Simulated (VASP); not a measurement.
# Au: relaxation of cell and atoms with LDA

Au:

```
CELL_PARAMETERS angstrom
-1.65727 1.65727 1.65727
1.65727 -1.65727 1.65727
1.65727 1.65727 -1.65727
ATOMIC_POSITIONS crystal
Au 0.00000 0.00000 0.00000
```

| Property | Result |
| --- | --- |
| Program | VASP 6.6.1 |
| Task | relaxation of cell and atoms |
| Functional | LDA |
| Potentials or basis | VASP PAW LDA potentials, release 64 (Au) |
| Cutoff | 600 eV |
| k mesh | 9 × 9 × 9 |
| Occupations | fermi-dirac, width 0.05 eV |
| Spin | no spin polarisation |
| Target pressure | 10 GPa |
| Dipole correction | no |
| Further INCAR settings | ALGO = Normal; EDIFF = 1e-06; IBRION = 2; EDIFFG = -0.03; NSW = 60; ISIF = 3 |

```
Relaxed volume                                         : 15.95 Å³/atom
Relaxed cell                                           : a = 2.747 Å, b = 2.747 Å, c = 2.747 Å, α = 109.47°, β = 109.47°, γ = 109.47°
Space group after relaxing (to 0.05 Å)                 : Im-3m (No. 229)
Energy change on relaxing (the enthalpy is what falls) : -39.5 meV/atom
Ionic steps                                            : 5
Pressure after relaxing                                : 10.0 GPa
```

The path:
```
step  energy change (eV)  largest force (eV/Å)  pressure (GPa)  volume (Å³)
   1              0.0000                0.0000          -12.38        18.21
   2              1.2861                0.0000          136.03        12.29
   3             -0.0488                0.0000            7.57        16.12
   4             -0.0435                0.0000            9.02        16.02
   5             -0.0395                0.0000           10.03        15.95
```

Final structure:
```cif
data_structure
_symmetry_space_group_name_H-M 'P 1'
_symmetry_Int_Tables_number 1
_cell_length_a 2.7468
_cell_length_b 2.7468
_cell_length_c 2.7468
_cell_angle_alpha 109.471
_cell_angle_beta 109.471
_cell_angle_gamma 109.471
_cell_volume 15.95
loop_
_atom_site_label
_atom_site_type_symbol
_atom_site_fract_x
_atom_site_fract_y
_atom_site_fract_z
_atom_site_occupancy
Au1 Au 0.00000 0.00000 0.00000 1
```

Levels at points of the mesh, in eV from the Fermi level:
| k point | band 3 | band 4 | band 5 | band 6 | band 7 | band 8 | band 9 |
| --- | --- | --- | --- | --- | --- | --- | --- |
| (0.00, 0.00, 0.00) | -5.10 | -5.10 | -2.92 | -2.92 | 16.61 | 16.61 | 16.61 |

It took 8.4 s on 1 thread of Intel Xeon 6975P-C (shared host), peak memory 0.15 GiB.

Caveat: the cell is relaxed towards a set pressure, so the enthalpy falls and the energy may rise; spin-orbit coupling is left out, which moves the levels of the heavy elements.
